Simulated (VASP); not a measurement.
Input of a VASP 6.6.1 run:

Contents of INCAR:

```
SYSTEM = AlRu
  ALGO = Normal
  EDIFF = 1E-7
  ENCUT = 520
  GGA = PS
  ISIF = 2
  ISMEAR = -1
  LASPH = .True.
  LCHARG = .False.
  LREAL = .False.
  LWAVE = .False.
  NBANDS = 16
  NELM = 80
  PREC = Accurate
  SIGMA = 0.05
```

The input KPOINTS:

```
k-points
0
Gamma
  10 10 10
  0 0 0
```

Contents of POSCAR:

```
AlRu
1.0
    2.9916000000      0.0000000000      0.0000000000
    0.0000000000      2.9916000000      0.0000000000
    0.0000000000      0.0000000000      2.9916000000
Al Ru
1 1
Direct
    0.0000000000      0.0000000000      0.0000000000
    0.5000000000      0.5000000000      0.5000000000
```

Potentials or basis: VASP PAW PBE potentials, release 64 (Al, Ru_pv).

Run with:

```sh
$ cat potpaw_PBE.64/Al/POTCAR potpaw_PBE.64/Ru_pv/POTCAR > POTCAR
$ mpirun -np 1 vasp_std > vasp.out
```

Question: Estimate the pressure.

Answer: -3.2 GPa.

Caveat: the PAW data sets were made with another functional, which shifts forces and pressure a little.
